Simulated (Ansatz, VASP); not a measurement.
This is a calculation of KCl for VASP 6.6.1.

The input INCAR:

```
SYSTEM = KCl
ALGO = Normal
EDIFF = 1E-6
ENCUT = 520
ISIF = 2
ISMEAR = -1
LASPH = .TRUE.
LCHARG = .FALSE.
LREAL = .FALSE.
LWAVE = .FALSE.
NBANDS = 15
NELM = 80
PREC = Accurate
SIGMA = 0.05
```

The input KPOINTS:

```
k-points
0
G
  7 7 7
  0 0 0
```

POSCAR

```
KCl
1.0
    0.0000000000      3.1253521154      3.1253521154
    3.1253521154      0.0000000000      3.1253521154
    3.1253521154      3.1253521154      0.0000000000
K Cl
1 1
Direct
    0.0000000000      0.0000000000      0.0000000000
    0.5000000000      0.5000000000      0.5000000000
```

Potentials or basis: VASP PAW LDA potentials, release 64 (K_sv, Cl).

Command:

```sh
$ cat potpaw_LDA.64/K_sv/POTCAR potpaw_LDA.64/Cl/POTCAR > POTCAR
$ mpirun -np 1 vasp_std > vasp.out
```

**Question.** Translate it to Ansatz 0.2.0. Potentials there: all-electron LAPW, scalar-relativistic.

**Answer.** As run (the cutoff follows the program's own potentials):

File input.yaml:

```yaml
crystal:
  lattice:
    - [0.0, 3.1253521154, 3.1253521154]
    - [3.1253521154, 0.0, 3.1253521154]
    - [3.1253521154, 3.1253521154, 0.0]
  atoms:
    - { symbol: K, position: [0.0, 0.0, 0.0] }
    - { symbol: Cl, position: [0.5, 0.5, 0.5] }
kpoints:
  mp_grid: { grid: [7, 7, 7] }
scf:
  occupations: { method: fermi_dirac, width: 0.05 }
hamiltonian:
  xc: lda
  pseudopotentials: { kind: all_electron, lapw: { basis_error: 0.001 } }
output:
  forces: true
  stress: true
  eigenvalues: true
```

Potentials or basis: all-electron LAPW, scalar-relativistic.

Command:

```sh
$ ansatz run input.yaml --threads 1 --pin off --max-ram 3072MiB --backend cpu --events-out ev --progress --plain --runs-dir out
```

Both were run:

|  | VASP | Ansatz | Ansatz less VASP |
| --- | --- | --- | --- |
| gap on the k mesh at the Fermi level (eV) | 4.81 | 4.81 | -0.003 |
| least direct gap on the mesh (eV) | 4.81 | 4.81 | -0.003 |
| pressure (GPa) | -1.6 | -1.7 | -0.04 |

LDA's correlation is that of Perdew and Zunger in VASP and of Perdew and Wang (1992) in Ansatz. Ansatz ran all-electron here, and VASP with PAW potentials.
